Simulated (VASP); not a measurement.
Here is a VASP 6.6.1 calculation.

File INCAR:

```
PREC = Accurate
ENCUT = 520
EDIFF = 1E-6
ISMEAR = 0
SIGMA = 0.15
LREAL = F
LASPH = T
NELM = 60
ALGO = Normal
ISIF = 2
LWAVE = F
LCHARG = T
GGA = PS
LELF = T
LVHAR = T
NBANDS = 12
```

File KPOINTS:

```
Automatic mesh
0
Gamma
  18 18 10
```

POSCAR

```
Sb
1.0
    3.3690001795      0.0000000000      0.0000000000
   -1.6845000898      2.9176397408      0.0000000000
    0.0000000000      0.0000000000      5.3300000000
Sb
2
Direct
    0.3036509366      0.6666666667      0.2124765478
    0.6666666667      0.3333333333      0.7500000000
```

Potentials or basis: VASP PAW PBE potentials, release 64 (Sb).

Run with:

```console
$ cat potpaw_PBE.64/Sb/POTCAR > POTCAR
$ mpirun -np 1 vasp_std > vasp.out
```

(1) Estimate the band gap on the k mesh.

(2) Predict the largest force.

(3) Estimate the pressure.

Answers

(1) zero (band 5 reaches 12.52 eV, above the bottom of band 6 at 5.87 eV).

(2) 0.289 eV/Å.

(3) 0.9 GPa.

Caveat: the cell differs from its parent crystal (atom 1 (Sb) moved by (-0.100, -0.200) A along x and z); the PAW data sets were made with another functional, which shifts forces and pressure a little; spin-orbit coupling is left out, which moves the levels of the heavy elements.
